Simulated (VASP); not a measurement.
Input of a VASP 6.6.1 run:

The input INCAR:

```
PREC = Accurate ; ENCUT = 600
EDIFF = 1E-6 ; ISMEAR = -1
SIGMA = 0.05 ; LREAL = F
LASPH = T ; NELM = 100
ALGO = Normal ; ISIF = 3
LWAVE = F ; LCHARG = F
GGA = RP ; IBRION = 2
NSW = 80 ; EDIFFG = -0.005
```

The input KPOINTS:

```
Automatic mesh
0
Gamma
  9 9 9
```

Contents of POSCAR:

```
Bi
1.0
   -1.9814305318      1.9814305318      1.9814305318
    1.9814305318     -1.9814305318      1.9814305318
    1.9814305318      1.9814305318     -1.9814305318
Bi
1
Direct
    0.0000000000      0.0000000000      0.0000000000
```

Potentials or basis: VASP PAW PBE potentials, release 64 (Bi_d).

The run is started by

```bash
$ cat potpaw_PBE.64/Bi_d/POTCAR > POTCAR
$ mpirun -np 1 vasp_std > vasp.out
```

Problem. What does it give for the relaxed volume?

Solution. 32.46 Å³/atom.

Problem. Predict the space group after relaxing (to 0.05 Å).

Solution. Im-3m (No. 229).

Problem. What does it give for the relaxed cell?

Solution. a = 3.481 Å, b = 3.481 Å, c = 3.481 Å, α = 109.47°, β = 109.47°, γ = 109.47°.

Final structure:
```xyz
1
Lattice="-2.0096 2.0096 2.0096 2.0096 -2.0096 2.0096 2.0096 2.0096 -2.0096" Properties=species:S:1:pos:R:3 pbc="T T T"
Bi    0.0000    0.0000    0.0000
```

Caveat: the PAW data sets were made with another functional, which shifts forces and pressure a little.
